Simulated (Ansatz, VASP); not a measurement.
**C in VASP and in Ansatz**

```
C
1.0
     0.00000    1.80687    1.80687
     1.80687    0.00000    1.80687
     1.80687    1.80687    0.00000
C
2
Direct
  0.50000 0.50000 0.50000
  0.75000 0.75000 0.75000
```

Change from the starting cell: volume scaled by 1.04.

Alike in both runs: task single point; functional PBE; k mesh 20 × 20 × 20; occupations fermi-dirac, width 0.08 eV; no spin polarisation.

```csv
,VASP,Ansatz
version,VASP 6.6.1,Ansatz 0.2.0
potentials or method,"VASP PAW PBE potentials, release 64 (C), cutoff 520 eV","all-electron LAPW, scalar-relativistic"
```

|  | VASP | Ansatz | Ansatz less VASP |
| --- | --- | --- | --- |
| gap on the k mesh at the Fermi level (eV) | 4.05 | 4.05 | +0.008 |
| pressure (GPa) | -13.7 | -14.3 | -0.57 |

Ansatz ran all-electron here, and VASP with PAW potentials.
